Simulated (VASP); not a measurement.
Here is a VASP 6.6.1 calculation.

File INCAR:

```
PREC = Accurate ; ENCUT = 520
EDIFF = 1E-6 ; ISMEAR = 0
SIGMA = 0.15 ; LREAL = False
LASPH = True ; NELM = 80
ALGO = Normal ; ISIF = 2
LWAVE = False ; LCHARG = True
LELF = True ; LVHAR = True
NBANDS = 8
```

File KPOINTS:

```
regular mesh
0
Gamma
  22 22 22
```

The input POSCAR:

```
Si
1.0
   -1.8099428596      1.4438870004      1.3203298500
    1.8099428596     -1.4438870004      1.3203298500
    1.8099428596      1.4438870004     -1.3203298500
Si
1
Direct
    0.0000000000      0.0000000000      0.0000000000
```

Potentials or basis: VASP PAW LDA potentials, release 64 (Si).

Command:

```console
$ cat potpaw_LDA.64/Si/POTCAR > POTCAR
$ mpirun -np 1 vasp_std > vasp.out
```

Problem. Predict the band gap on the k mesh.

Solution. Zero (band 2 reaches 21.15 eV, above the bottom of band 3 at 7.39 eV).

Problem. Predict the pressure.

Solution. 1.2 GPa.

Stress tensor (GPa, compression positive):
```
-0.25  0.00  0.00
 0.00  1.88  0.00
 0.00  0.00  1.92
```

Caveat: the cell differs from its parent crystal (strain +0.1125 x Voigt [1, -1, 0, 0, 0, 0]).
